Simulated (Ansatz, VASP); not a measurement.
**Sn: VASP beside Ansatz**

```
Sn
1.0
    -2.90892    2.90892    1.58813
     2.90892   -2.90892    1.58813
     2.90892    2.90892   -1.58813
Sn
2
Direct
  0.75000 0.25000 0.50000
  0.00000 0.00000 0.00000
```

Alike in both runs: functional PBEsol; k mesh 14 × 14 × 14; occupations gaussian, width 0.1 eV; no spin polarisation.

Ansatz relaxed the structure, and its values are those at the end. VASP's run is a single point on that final structure, the one shown.

|  | VASP | Ansatz |
| --- | --- | --- |
| version | VASP 6.6.1 | Ansatz 0.2.0 |
| potentials or method | VASP PAW PBE potentials, release 64 (Sn_d), cutoff 520 eV | scalar-relativistic, plane waves, PAW |
| valence electrons in the cell | 28 | 28 |

|  | VASP | Ansatz | Ansatz less VASP |
| --- | --- | --- | --- |
| gap on the k mesh at the Fermi level (eV) | none | none | - |
| pressure (GPa) | 0.0 | 0.0 | +0.03 |

VASP's potentials were made for PBE, not for PBEsol. A gap of «none» marks a metal or a gap that the smearing closes.
